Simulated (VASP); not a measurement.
Runs of VASP 6.6.1 on ZnS. The structure is that of space group I-4m2 (No. 119), or close to it. The cells are those of the table. 

| cell | gap on the mesh (eV) | pressure (GPa) |
| --- | --- | --- |
| a = 3.825, b = 3.996, c = 3.996 Å, angles 57.2, 61.4, 61.4°, 2 atoms | 1.61 | -3.9 |
| a = 3.825, b = 3.684, c = 3.684 Å, angles 62.5, 58.7, 58.7°, 2 atoms | 2.28 | 8.3 |
| a = 3.825, b = 3.971, c = 3.971 Å, angles 57.6, 61.2, 61.2°, 2 atoms | (b) | (a) |
| a = 3.825, b = 3.731, c = 3.731 Å, angles 61.7, 59.2, 59.2°, 2 atoms | (c) | 5.8 |
| a = 3.825, b = 4.021, c = 4.021 Å, angles 56.8, 61.6, 61.6°, 2 atoms | 1.53 | -4.5 |
| a = 3.825, b = 3.639, c = 3.639 Å, angles 63.4, 58.3, 58.3°, 2 atoms | 2.35 | 11.2 |

Alike in all rows: task single point; level PBE; potentials or basis VASP PAW PBE potentials, release 64 (Zn, S); no spin polarisation; k mesh 10 × 10 × 10; cutoff (eV) 520; smearing gaussian 0.05 eV.

Task: Fill in the values left out.

Result: (a) -3.3; (b) 1.68; (c) 2.21.

A k mesh can miss the band edges.
